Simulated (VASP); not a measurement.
Runs of VASP 6.6.1 on Si. The structure is that of space group Ia-3 (No. 206), or close to it. The cells are those of the table. 

```tsv
cell	gap on the mesh (eV)	pressure (GPa)	largest force (eV/Å)
a = 5.622 Å, angles 109.5°, 8 atoms	none	5.8	0.23
a = 5.836 Å, angles 108.8, 108.8, 110.8°, 8 atoms	none	-5.4	0.27
a = 5.864 Å, angles 109.5°, 8 atoms	none	(b)	0.30
a = 5.835 Å, angles 109.5°, 8 atoms	none	-5.4	0.25
a = 5.654 Å, angles 109.5°, 8 atoms	none	3.8	0.15
a = 5.559 Å, angles 109.5°, 8 atoms	none	10.5	0.41
a = 5.836 Å, angles 110.1, 110.1, 108.2°, 8 atoms	none	-5.4	0.27
a = 5.776 Å, angles 109.5°, 8 atoms	none	(a)	0.13
a = 5.685 Å, angles 109.5°, 8 atoms	none	1.9	0.07
a = 5.591 Å, angles 109.5°, 8 atoms	none	8.0	0.32
a = 5.746 Å, angles 109.5°, 8 atoms	none	-1.4	0.07
a = 5.805 Å, angles 109.5°, 8 atoms	none	-4.2	0.19
```

Alike in all rows: task single point; level PBEsol; potentials or basis VASP PAW PBE potentials, release 64 (Si); no spin polarisation; k mesh 10 × 10 × 10; cutoff (eV) 520; smearing gaussian 0.15 eV.

Task: Estimate the missing entries.

Result: (a) -2.9; (b) -6.5.

Caveats: the PAW data sets were made with another functional, which shifts forces and pressure a little.

A gap of «none» marks levels without a gap at the run's occupations.
